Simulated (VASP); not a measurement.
# Sn (P6/mmm) in VASP: further runs, part 2 of 2

VASP 6.6.1. The steps go on from the part before.

## Step 6: Relaxation of cell and atoms, PBEsol, target pressure 23 GPa, at which the enthalpy is minimised

This run uses another cell than the first one: it holds 3 atoms, not 1.

Input file INCAR:

```
PREC     = Accurate       # precision mode
ENCUT    = 600            # plane-wave cutoff, eV
EDIFF    = 1E-7           # SCF threshold, eV
ISMEAR   = -1             # smearing method
SIGMA    = 0.05           # smearing width, eV
LREAL    = False          # projectors in reciprocal space
LASPH    = True           # aspherical terms in the spheres
NELM     = 100            # most SCF steps
ALGO     = Normal         # electronic algorithm
ISIF     = 3              # what is computed and relaxed
LWAVE    = False          # write WAVECAR
LCHARG   = False          # write CHGCAR
GGA      = PS             # functional
IBRION   = 2              # ionic algorithm
NSW      = 32             # ionic steps
EDIFFG   = -0.005         # ionic threshold
PSTRESS  = 230.0
```

Input file KPOINTS:

```
regular mesh
0
Gamma
  7 7 10
```

Input file POSCAR:

```
Sn
1.0
    4.9344297802      0.0000000000      0.0000000000
   -2.4672148901      4.2733415428      0.0000000000
    0.0000000000      0.0000000000      2.9566206537
Sn
3
Direct
    0.0000000000      0.0000000000      0.0000000000
    0.3333333333      0.6666666667      0.5000000000
    0.6666666667      0.3333333333      0.5000000000
```

Potentials or basis: VASP PAW PBE potentials, release 64 (Sn_d).

On the command line:

```bash
> cat potpaw_PBE.64/Sn_d/POTCAR > POTCAR
> mpirun -np 1 vasp_std > vasp.out
```

OUTCAR:

```text
PREC = Accurate
   ENCUT = 600
   EDIFF = 1E-7
   ISMEAR = -1
   LREAL = False
   LASPH = True
   NELM = 100
   ISIF = 3
   GGA = PS
   IBRION = 2
   NSW = 32
   EDIFFG = -0.005
   PSTRESS = 230.0

 ion  position               nearest neighbor table
   1  0.000  0.000  0.000-   2 3.21   3 3.21   2 3.21   3 3.21   2 3.21   2 3.21   3 3.21   3 3.21
                             3 3.21   3 3.21   2 3.21   2 3.21
   2  0.333  0.667  0.500-   3 2.85   3 2.85   3 2.85   1 3.21   1 3.21   1 3.21   1 3.21   1 3.21
                             1 3.21
   3  0.667  0.333  0.500-   2 2.85   2 2.85   2 2.85   1 3.21   1 3.21   1 3.21   1 3.21   1 3.21
                             1 3.21

  LATTYP: Found a hexagonal cell.
 ALAT       =     4.9344297802
 C/A-ratio  =     0.5991818276

  Lattice vectors:

 A1 = (   4.9344297802,   0.0000000000,   0.0000000000)
 A2 = (  -2.4672148901,   4.2733415428,   0.0000000000)
 A3 = (   0.0000000000,   0.0000000000,   2.9566206537)

Analysis of symmetry for initial positions (statically):
=====================================================================
 Subroutine PRICEL returns:
 Original cell was already a primitive cell.

 Routine SETGRP: Setting up the symmetry group for a
 hexagonal supercell.

 Subroutine GETGRP returns: Found 24 space group operations
 (whereof 24 operations were pure point group operations)
 out of a pool of 24 trial point group operations.

The static configuration has the point symmetry D_6h.

Analysis of symmetry for dynamics (positions and initial velocities):
=====================================================================
 Subroutine PRICEL returns:
 Original cell was already a primitive cell.

 Routine SETGRP: Setting up the symmetry group for a
 hexagonal supercell.

 Subroutine GETGRP returns: Found 24 space group operations
 (whereof 24 operations were pure point group operations)
 out of a pool of 24 trial point group operations.

The dynamic configuration has the point symmetry D_6h.

 Subroutine INISYM returns: Found 24 space group operations
 (whereof 24 operations are pure point group operations),
 and found     1 'primitive' translations

----------------------------------------------------------------------------------------

                                     Primitive cell

  volume of cell :      62.3448

  direct lattice vectors                    reciprocal lattice vectors
     4.934429780  0.000000000  0.000000000     0.202657661  0.117004455  0.000000000
    -2.467214890  4.273341543  0.000000000     0.000000000  0.234008911  0.000000000
     0.000000000  0.000000000  2.956620654     0.000000000  0.000000000  0.338223978

  length of vectors
     4.934429780  4.934429780  2.956620654     0.234008911  0.234008911  0.338223978

  position of ions in fractional coordinates (direct lattice)
     0.000000000  0.000000000  0.000000000
     0.333333333  0.666666667  0.500000000
     0.666666667  0.333333333  0.500000000

  ion indices of the primitive-cell ions
   primitive index   ion index
                 1           1
                 2           2
                 3           3

----------------------------------------------------------------------------------------
[... 26 lines left out ...]
            Coordinates               Weight
  0.000000  0.000000  0.000000      1.000000
  0.142857  0.000000  0.000000      6.000000
  0.285714  0.000000  0.000000      6.000000
  0.428571  0.000000  0.000000      6.000000
  0.142857  0.142857  0.000000      6.000000
  0.285714  0.142857  0.000000     12.000000
[... 16 lines left out ...]
  0.428571  0.142857  0.200000     12.000000
  0.285714  0.285714  0.200000     12.000000
 [... further k-points ...]
   k-points           NKPTS =     48   k-points in BZ     NKDIM =     48   number of bands    NBANDS=     25
   number of dos      NEDOS =    301   number of ions     NIONS =      3
   total plane-waves  NPLWV =  38400
   dimension x,y,z NGX =    40 NGY =   40 NGZ =   24
   dimension x,y,z NGXF=    80 NGYF=   80 NGZF=   48
   ions per type =               3
   NGX,Y,Z   is equivalent  to a cutoff of  13.48, 13.48, 13.49 a.u.
   NGXF,Y,Z  is equivalent  to a cutoff of  26.95, 26.95, 26.99 a.u.
 SYSTEM =  unknown system
   PREC   = accura    normal or accurate (medium, high low for compatibility)
   ISTART =      0    job   : 0-new  1-cont  2-samecut
   ICHARG =      2    charge: 1-file 2-atom 10-const
   ISPIN  =      1    spin polarized calculation?
   LNONCOLLINEAR =      F non collinear calculations
   LSORBIT =      F    spin-orbit coupling
   LASPH  =      T    aspherical Exc in radial PAW
   ENCUT  =  600.0 eV  44.10 Ry    6.64 a.u.   9.86  9.86  5.91*2*pi/ulx,y,z
   NELM   =    100;   NELMIN=  2; NELMDL= -5     # of ELM steps
   EDIFF  = 0.1E-06   stopping-criterion for ELM
   LREAL  =      F    real-space projection
   EDIFFG = -.5E-02   stopping-criterion for IOM
   NSW    =     32    number of steps for IOM
   IBRION =      2    ionic relax: 0-MD 1-quasi-New 2-CG
   NFREE  =      1    steps in history (QN), initial steepest desc. (CG)
   ISIF   =      3    stress and relaxation
   ISYM   =      2    0-nonsym 1-usesym 2-fastsym
   POTIM  = 0.5000    time-step for ionic-motion
   TEBEG  =    0.0;   TEEND  =   0.0 temperature during run
   PSTRESS=  230.0 pullay stress
   NELECT =      42.0000    total number of electrons
   NUPDOWN=      -1.0000    fix difference up-down
   EMIN   =  10.00;   EMAX   =-10.00  energy-range for DOS
   EFERMI =   0.00;   METHOD = LEGACY
   ISMEAR =    -1;   SIGMA  =   0.05  broadening in eV -4-tet -1-fermi 0-gaus
   EFERMI_NEDOS =   21; number of points for ismear=-14 and -15
   IALGO  =     38    algorithm
   IMIX   =      4    mixing-type and parameters
     AMIX     =   0.40;   BMIX     =  1.00
     AMIX_MAG =   1.60;   BMIX_MAG =  1.00
  volume/ion in A,a.u.               =      20.78       140.24
  Fermi-wavevector in a.u.,A,eV,Ry     =   1.435130  2.712002 28.022528  2.059598
  Thomas-Fermi vector in A             =   2.554462
   LORBIT       =      0    0 simple, 1 ext, 2 COOP (PROOUT), +10 PAW based schemes
   GGA     = PS    functional components
   LHFCALC =     F    Hartree Fock is set to
   AEXX    =    0.0000 exact exchange contribution
   IVDW    =     0    specifies the selected vdW correction
   LEPSILON=     F    determine dielectric tensor
   LRPA    =     F    only Hartree local field effects (RPA)
 conjugate gradient relaxation of ions
 non-spin polarized calculation
  energy-cutoff  :      600.00
  volume of cell :       62.34
 maximum number of plane-waves:      2096
 NGX is ok and might be reduce to    40

 number of electron      41.9999993 magnetization

 Free energy of the ion-electron system (eV)
  ---------------------------------------------------
  ext. energy  EPLUGINS =         0.00000000
  ---------------------------------------------------
  free energy    TOTEN  =       -11.72923047 eV

  energy without entropy =      -11.71919542  energy(sigma->0) =      -11.72421295

 E-fermi :  11.7277     XC(G=0): -11.8229

 val. band max:       11.7149318596   @ k =   0.2857   0.0000   0.5000
 cond. band min:      11.8144638011   @ k =   0.1429   0.0000   0.3000
 fundamental gap:      0.0995319415
 Fermi energy:        11.7277491705

 k-point     1 :       0.0000    0.0000    0.0000
  band No.  band energies     occupation
      1     -10.3208      2.00000
      2     -10.1773      2.00000
      3     -10.0506      2.00000
      4     -10.0506      2.00000
      5     -10.0290      2.00000
      6      -9.9915      2.00000
[... 661 lines left out ...]
     24      14.2056      0.00000
     25      17.4377      0.00000

 [... further k-points ...]

------------------------ aborting loop because EDIFF is reached ----------------------------------------

  FORCE on cell =-STRESS in cart. coord.  units (eV):
  Direction    XX          YY          ZZ          XY          YZ          ZX
  --------------------------------------------------------------------------------------
  -------------------------------------------------------------------------------------
  Total        8.9454603      8.9454603      8.9536985     -0.0000000      0.0000000      0.0000000
  in kB      229.8862998    229.8862998    230.0980117     -0.0000000      0.0000000      0.0000000
  external PRESSURE =      -0.0431295 kB  Pullay stress =     230.0000000 kB

 VOLUME and BASIS-vectors are now :
 -----------------------------------------------------------------------------
  energy-cutoff  :      600.00
  volume of cell :       62.34
      direct lattice vectors                 reciprocal lattice vectors
     4.934429780  0.000000000  0.000000000     0.202657661  0.117004455  0.000000000
    -2.467214890  4.273341543  0.000000000     0.000000000  0.234008911  0.000000000
     0.000000000  0.000000000  2.956620654     0.000000000  0.000000000  0.338223978

 POSITION                                       TOTAL-FORCE (eV/Angst)
 -----------------------------------------------------------------------------------
      0.00000      0.00000      0.00000         0.000000     -0.000000      0.000000
     -0.00000      2.84889      1.47831         0.000000     -0.000000      0.000000
      2.46721      1.42445      1.47831        -0.000000      0.000000     -0.000000
 -----------------------------------------------------------------------------------
    total drift:                               -0.000000      0.000000      0.000000

  FREE ENERGIE OF THE ION-ELECTRON SYSTEM (eV)
  ---------------------------------------------------
  free  energy   TOTEN  =       -11.7292304747 eV

  energy  without entropy=      -11.7191954236  energy(sigma->0) =      -11.72421295

  enthalpy is  TOTEN    =        -2.7793458269 eV   P V=        8.9498846478

 reached required accuracy - stopping structural energy minimisation
```

Wall time 71 s (1 thread of Intel Xeon Platinum 8259CL at 2.50GHz (Skylake/Cascade Lake), shared host); peak memory 0.22 GiB.

Results:

```yaml
Free_energy: -11.7292 eV
Pressure_after_relaxing: 23.0 GPa
Band_gap_on_the_k_mesh: zero (band 21 reaches 13.91 eV, above the bottom of band 22 at 8.13 eV)
```

Final structure:
```xyz
3
Lattice="4.9344 0.0000 0.0000 -2.4672 4.2733 0.0000 0.0000 0.0000 2.9566" Properties=species:S:1:pos:R:3 pbc="T T T"
Sn    0.0000    0.0000    0.0000
Sn    0.0000    2.8489    1.4783
Sn    2.4672    1.4244    1.4783
```

Caveat: the relaxation stopped at its first step, so nothing moved; the cell is relaxed towards a set pressure, so the enthalpy falls and the energy may rise; the PAW data sets were made with another functional, which shifts forces and pressure a little; spin-orbit coupling is left out, which moves the levels of the heavy elements.

## Step 7: The runs side by side

```csv
task,cell,k mesh,cutoff (eV),gap on the mesh (eV),pressure (GPa)
single point,"a = 2.975, b = 2.975, c = 2.767 Å, angles 90.0, 90.0, 120.0°, 1 atom",14 × 14 × 13,520,none,22.9
single point,"a = 4.934, b = 4.934, c = 2.957 Å, angles 90.0, 90.0, 120.0°, 3 atoms",7 × 7 × 10,520,none,23.0
relaxation of cell and atoms,"relaxed to 23 GPa from a = 4.871, b = 4.871, c = 3.020 Å, angles 90.0, 90.0, 120.0°, 3 atoms",7 × 7 × 10,600,none,23.0
relaxation of cell and atoms,"relaxed to 23 GPa from a = 4.934, b = 4.934, c = 2.957 Å, angles 90.0, 90.0, 120.0°, 3 atoms",7 × 7 × 10,600,none,23.0
```

Alike in all rows: level PBEsol; potentials or basis VASP PAW PBE potentials, release 64 (Sn_d); no spin polarisation; smearing fermi-dirac 0.05 eV.

Caveats: the PAW data sets were made with another functional, which shifts forces and pressure a little; spin-orbit coupling is left out, which moves the levels of the heavy elements; the cell is relaxed towards a set pressure, so the enthalpy falls and the energy may rise (some runs); the relaxation stopped at its first step, so nothing moved (some runs).

Absolute energies hang on the potentials; compare differences alone.
